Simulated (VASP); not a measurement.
# Al2P3 (P4/mbm) in VASP: notebook, part 2 of 3

VASP 6.6.1. Earlier steps stand in the parts before.

**3. Single point, PBE**

This run uses another cell than the first one, of 20.73 Å³/atom, 1.351 times its volume.

File INCAR:

```
SYSTEM = Al2P3
PREC = Accurate
ENCUT = 520
EDIFF = 1E-6
ISMEAR = 0
SIGMA = 0.1
LREAL = .FALSE.
LASPH = .TRUE.
NELM = 80
ALGO = Normal
ISIF = 2
LWAVE = .FALSE.
LCHARG = .TRUE.
GGA = PE
LELF = .TRUE.
LVHAR = .TRUE.
NBANDS = 32
```

File KPOINTS:

```
regular mesh
0
G
  4 4 4
  0 0 0
```

File POSCAR:

```
Al2P3
1.0
    7.4452533300      0.0000000000      0.0000000000
    0.0000000000      7.4452533300      0.0000000000
    0.0000000000      0.0000000000      3.7403557900
Al P
4 6
Direct
    0.8800000000      0.3800000000      0.0000000000
    0.6200000000      0.8800000000      0.0000000000
    0.1200000000      0.6200000000      0.0000000000
    0.3800000000      0.1200000000      0.0000000000
    0.5000000000      0.5000000000      0.0000000000
    0.0000000000      0.0000000000      0.0000000000
    0.6800000100      0.1800000100      0.5000000000
    0.8199999900      0.6800000100      0.5000000000
    0.3199999900      0.8199999900      0.5000000000
    0.1800000100      0.3199999900      0.5000000000
```

Potentials or basis: VASP PAW PBE potentials, release 64 (Al, P).

Command:

```console
> cat potpaw_PBE.64/Al/POTCAR potpaw_PBE.64/P/POTCAR > POTCAR
> mpirun -np 1 vasp_std > vasp.out
```

It took 83 s on 1 thread of Intel Xeon Platinum 8488C (Sapphire Rapids), shared host; peak memory 0.31 GiB.

The run converged. Its results:

* Free energy: -41.4314 eV
* Pressure: -13.3 GPa
* Largest force: 1.568 eV/Å
* Band gap on the k mesh: zero (band 21 reaches 6.25 eV, above the bottom of band 22 at 4.00 eV)

Forces on the atoms (eV/Å):
```
Al  -1.109 -1.109  0.000
Al   1.109 -1.109  0.000
Al   1.109  1.109  0.000
Al  -1.109  1.109  0.000
P    0.000  0.000  0.000
P    0.000  0.000  0.000
P    0.210  0.210  0.000
P   -0.210  0.210  0.000
P   -0.210 -0.210  0.000
P    0.210 -0.210  0.000
```

Stress tensor (GPa, compression positive):
```
-14.27   0.00   0.00
  0.00 -14.27   0.00
  0.00   0.00 -11.28
```

Levels at points of the mesh, in eV from the Fermi level:
| k point | band 16 | band 17 | band 18 | band 19 | band 20 | band 21 | band 22 | band 23 | band 24 | band 25 |
| --- | --- | --- | --- | --- | --- | --- | --- | --- | --- | --- |
| (0.00, 0.00, 0.00) | -0.74 | -0.66 | -0.54 | -0.34 | -0.34 | -0.22 | 0.25 | 0.82 | 1.06 | 1.06 |
| (0.50, 0.00, 0.00) | -1.44 | -0.80 | -0.80 | -0.18 | -0.18 | 0.56 | 0.56 | 0.97 | 0.97 | 1.36 |
| (0.50, 0.50, 0.00) | -0.99 | -0.98 | -0.98 | -0.94 | -0.94 | 1.02 | 1.02 | 1.37 | 1.37 | 1.62 |
| (0.00, 0.00, 0.50) | -2.83 | -2.79 | -2.44 | -0.48 | 0.16 | 0.16 | 0.23 | 0.32 | 0.55 | 0.55 |
| (0.50, 0.00, 0.50) | -2.75 | -1.32 | -1.32 | -1.22 | -1.22 | -0.37 | -0.37 | -0.19 | -0.19 | 0.69 |
| (0.50, 0.50, 0.50) | -2.24 | -2.21 | -2.21 | -1.33 | -1.33 | -1.23 | -1.23 | -0.84 | -0.84 | 0.84 |

Caveat: the k points lie up to 0.42 Å⁻¹ apart; forces of over 1 eV/Å act on the atoms, so gaps and moduli don't describe the material at rest.

**4. Single point, PBE**

This run uses another cell than the first one, of 15.23 Å³/atom, 0.992 times its volume.

File INCAR:

```
  PREC = Accurate
  ENCUT = 520
  EDIFF = 1E-7
  ISMEAR = 0
  SIGMA = 0.1
  LREAL = False
  LASPH = True
  NELM = 80
  ALGO = Normal
  ISIF = 2
  LWAVE = False
  LCHARG = False
  GGA = PE
  NBANDS = 32
```

File KPOINTS:

```
regular mesh
0
Gamma
  4 4 4
```

File POSCAR:

```
Al2P3
1.0
    7.2870440854      0.0000000000      0.0000000000
    0.0000000000      7.2870440854      0.0000000000
    0.0000000000      0.0000000000      2.8681209162
Al P
4 6
Direct
    0.8452763535      0.3452763535      0.0000000000
    0.6547236465      0.8452763535      0.0000000000
    0.1547236465      0.6547236465      0.0000000000
    0.3452763535      0.1547236465      0.0000000000
    0.5000000000      0.5000000000      0.0000000000
    0.0000000000      0.0000000000      0.0000000000
    0.6463621323      0.1463621323      0.5000000000
    0.8536378677      0.6463621323      0.5000000000
    0.3536378677      0.8536378677      0.5000000000
    0.1463621323      0.3536378677      0.5000000000
```

Command:

```console
> cat potpaw_PBE.64/Al/POTCAR potpaw_PBE.64/P/POTCAR > POTCAR
> mpirun -np 1 vasp_std > vasp.out
```

It took 82 s on 1 thread of Intel Xeon Platinum 8488C (Sapphire Rapids), shared host; peak memory 0.27 GiB.

The run converged. Its results:

- Free energy: -45.9095 eV
- Pressure: -0.2 GPa
- Largest force: 0.013 eV/Å
- Band gap on the k mesh: zero (band 21 reaches 10.89 eV, above the bottom of band 22 at 6.94 eV)

Forces on the atoms (eV/Å):
```
Al   0.009  0.009  0.000
Al  -0.009  0.009  0.000
Al  -0.009 -0.009  0.000
Al   0.009 -0.009  0.000
P    0.000  0.000  0.000
P    0.000  0.000  0.000
P   -0.006 -0.006  0.000
P    0.006 -0.006  0.000
P    0.006  0.006  0.000
P   -0.006  0.006  0.000
```

Levels at points of the mesh, in eV from the Fermi level:
```csv
k point,band 17,band 18,band 19,band 20,band 21,band 22,band 23,band 24,band 25,band 26
"(0.00, 0.00, 0.00)",-0.62,-0.62,0.24,1.00,1.10,1.56,2.13,2.59,2.59,3.64
"(0.50, 0.00, 0.00)",0.58,0.58,1.51,1.51,2.14,2.14,2.56,2.56,3.65,3.65
"(0.50, 0.50, 0.00)",1.51,1.51,1.73,1.73,2.16,2.16,2.58,2.58,2.68,2.68
"(0.00, 0.00, 0.50)",-3.29,-2.70,-1.66,-0.30,-0.07,-0.07,-0.06,-0.06,0.75,0.87
"(0.50, 0.00, 0.50)",-2.17,-2.17,-1.53,-1.53,-1.53,-1.53,-0.16,-0.16,-0.15,-0.15
"(0.50, 0.50, 0.50)",-2.44,-2.44,-2.22,-2.22,-1.80,-1.80,-0.73,-0.73,-0.20,-0.20
```

Caveat: the k points lie up to 0.55 Å⁻¹ apart.

**5. Single point, PBE**

This run uses another cell than the first one, of 15.40 Å³/atom, 1.003 times its volume.

File INCAR:

```
PREC     = Accurate       # precision mode
ENCUT    = 520            # plane-wave cutoff, eV
EDIFF    = 1E-7           # SCF threshold, eV
ISMEAR   = 0              # smearing method
SIGMA    = 0.2            # smearing width, eV
LREAL    = False          # projectors in reciprocal space
LASPH    = True           # aspherical terms in the spheres
NELM     = 100            # most SCF steps
ALGO     = Normal         # electronic algorithm
ISIF     = 2              # what is computed and relaxed
LWAVE    = False          # write WAVECAR
LCHARG   = False          # write CHGCAR
GGA      = PE             # functional
NBANDS   = 32             # bands
```

File KPOINTS:

```
regular mesh
0
Gamma
  8 4 4
```

File POSCAR:

```
Al2P3
1.0
    0.0000000000      0.0000000000      3.0009840798
    7.1632654749      0.0000000000      0.0000000000
    0.0000000000      7.1632654749      0.0000000000
Al P
4 6
Direct
    0.0000000000      0.8472818808      0.3472818808
    0.0000000000      0.6527181192      0.8472818808
    0.0000000000      0.1527181192      0.6527181192
    0.0000000000      0.3472818808      0.1527181192
    0.0000000000      0.5000000000      0.5000000000
    0.0000000000      0.0000000000      0.0000000000
    0.5000000000      0.6453256525      0.1453256525
    0.5000000000      0.8546743475      0.6453256525
    0.5000000000      0.3546743475      0.8546743475
    0.5000000000      0.1453256525      0.3546743475
```

Command:

```console
> cat potpaw_PBE.64/Al/POTCAR potpaw_PBE.64/P/POTCAR > POTCAR
> mpirun -np 1 vasp_std > vasp.out
```

Wall time 1.8 min (1 thread of Intel Xeon Platinum 8488C (Sapphire Rapids), shared host); peak memory 0.3 GiB.

Results (log left out):

```
Free energy            : -45.3995 eV
Pressure               : 0.0 GPa
Largest force          : 0.059 eV/Å
Band gap on the k mesh : zero (band 21 reaches 10.36 eV, above the bottom of band 22 at 6.73 eV)
```

Forces on the atoms (eV/Å):
```
Al  -0.019 -0.019  0.000
Al   0.019 -0.019  0.000
Al   0.019  0.019  0.000
Al  -0.019  0.019  0.000
P    0.000  0.000  0.000
P    0.000  0.000  0.000
P    0.042  0.042  0.000
P   -0.042  0.042  0.000
P   -0.042 -0.042  0.000
P    0.042 -0.042  0.000
```

Levels at points of the mesh, in eV from the Fermi level:
```
           k point  band 18  band 19  band 20  band 21  band 22  band 23  band 24  band 25  band 26  band 27
(0.00, 0.00, 0.00)    -0.35     0.02     1.08     1.20     1.33     1.77     1.77     2.05     2.59     3.53
(0.50, 0.00, 0.00)    -2.66    -1.37    -0.24    -0.01    -0.01     0.17     0.17     0.96     1.18     2.69
(0.00, 0.50, 0.00)     0.49     0.91     0.91     1.72     1.72     2.61     2.61     3.22     3.22     4.34
(0.50, 0.50, 0.00)    -2.08    -1.63    -1.63    -1.37    -1.37    -0.09    -0.09     0.08     0.08     2.16
(0.00, 0.50, 0.50)     0.74     1.20     1.20     1.82     1.82     3.16     3.16     3.16     3.16     3.56
(0.50, 0.50, 0.50)    -2.30    -2.17    -2.17    -1.81    -1.81    -0.78    -0.78     0.03     0.03     1.76
```

**6. Relaxation of cell and atoms, PBE**

This run uses another cell than the first one, of 15.23 Å³/atom, 0.992 times its volume.

File INCAR:

```
PREC = Accurate
ENCUT = 600
EDIFF = 1E-7
ISMEAR = 0
SIGMA = 0.1
LREAL = False
LASPH = True
NELM = 100
ALGO = Normal
ISIF = 3
LWAVE = False
LCHARG = False
GGA = PE
IBRION = 2
NSW = 90
EDIFFG = -0.04
```

File KPOINTS:

```
regular mesh
0
Gamma
  4 4 6
```

File POSCAR:

```
Al2P3
1.0
    7.2870440854      0.0000000000      0.0000000000
    0.0000000000      7.2870440854      0.0000000000
    0.0000000000      0.0000000000      2.8681209162
Al P
4 6
Direct
    0.8452763535      0.3452763535      0.0000000000
    0.6547236465      0.8452763535      0.0000000000
    0.1547236465      0.6547236465      0.0000000000
    0.3452763535      0.1547236465      0.0000000000
    0.5000000000      0.5000000000      0.0000000000
    0.0000000000      0.0000000000      0.0000000000
    0.6463621323      0.1463621323      0.5000000000
    0.8536378677      0.6463621323      0.5000000000
    0.3536378677      0.8536378677      0.5000000000
    0.1463621323      0.3536378677      0.5000000000
```

Potentials or basis: VASP PAW PBE potentials, release 64 (Al, P).

Command:

```console
> cat potpaw_PBE.64/Al/POTCAR potpaw_PBE.64/P/POTCAR > POTCAR
> mpirun -np 1 vasp_std > vasp.out
```

Run time: 3 min. Hardware: 1 thread of Intel Xeon Platinum 8488C (Sapphire Rapids), shared host; peak memory 0.33 GiB.

It converged, with:

```yaml
Free_energy: -45.5039 eV
Relaxed_volume: 15.32 Å³/atom
Relaxed_cell: a = 7.196 Å, b = 7.196 Å, c = 2.959 Å, α = 90.00°, β = 90.00°, γ = 90.00°
Space_group_after_relaxing_to_0.05_Å: P4/mbm (No. 127)
Energy_gained_by_relaxing: 13.3 meV/atom
Ionic_steps: 3
Pressure_after_relaxing: 0.0 GPa
Largest_force_after_relaxing: 0.030 eV/Å
Band_gap_on_the_k_mesh: zero (band 21 reaches 10.61 eV, above the bottom of band 22 at 6.79 eV)
```

Forces in eV/Å, atoms in the order of the input:
```
Al   0.002  0.002  0.000
Al  -0.002  0.002  0.000
Al  -0.002 -0.002  0.000
Al   0.002 -0.002  0.000
P    0.000  0.000  0.000
P    0.000  0.000  0.000
P    0.021  0.021  0.000
P   -0.021  0.021  0.000
P   -0.021 -0.021  0.000
P    0.021 -0.021  0.000
```

Step by step:
| step | energy change (eV) | largest force (eV/Å) | pressure (GPa) | volume (Å³) |
| --- | --- | --- | --- | --- |
| 1 | 0.0000 | 0.2877 | 0.46 | 152.30 |
| 2 | -0.1327 | 0.0165 | 0.01 | 153.19 |
| 3 | -0.1333 | 0.0298 | 0.00 | 153.25 |

Final structure:
```
Al P
1.0
     7.19641    0.00000    0.00000
     0.00000    7.19641    0.00000
     0.00000    0.00000    2.95915
Al P
4 6
Direct
  0.84620 0.34620 0.00000
  0.65380 0.84620 0.00000
  0.15380 0.65380 0.00000
  0.34620 0.15380 0.00000
  0.50000 0.50000 0.00000
  0.00000 0.00000 0.00000
  0.64491 0.14491 0.50000
  0.85509 0.64491 0.50000
  0.35509 0.85509 0.50000
  0.14491 0.35509 0.50000
```

Levels at points of the mesh, in eV from the Fermi level:
| k point | band 17 | band 18 | band 19 | band 20 | band 21 | band 22 | band 23 | band 24 | band 25 | band 26 |
| --- | --- | --- | --- | --- | --- | --- | --- | --- | --- | --- |
| (0.00, 0.00, 0.00) | -0.43 | -0.43 | 0.39 | 0.93 | 1.26 | 1.54 | 1.96 | 2.10 | 2.10 | 2.82 |
| (0.50, 0.00, 0.00) | 0.84 | 0.84 | 0.85 | 0.85 | 2.04 | 2.04 | 2.54 | 2.54 | 3.45 | 3.45 |
| (0.50, 0.50, 0.00) | 1.10 | 1.10 | 1.52 | 1.52 | 1.75 | 1.75 | 3.07 | 3.07 | 3.10 | 3.10 |
| (0.00, 0.00, 0.50) | -3.43 | -2.58 | -1.46 | -0.22 | -0.02 | -0.02 | 0.18 | 0.18 | 1.00 | 1.07 |
| (0.50, 0.00, 0.50) | -2.07 | -2.07 | -1.59 | -1.59 | -1.37 | -1.37 | -0.05 | -0.05 | 0.03 | 0.03 |
| (0.50, 0.50, 0.50) | -2.26 | -2.26 | -2.23 | -2.23 | -1.78 | -1.78 | -0.70 | -0.70 | 0.03 | 0.03 |

Caveat: the k points lie up to 0.35 Å⁻¹ apart in the final cell.

(Part 2 of 3 ends here.)
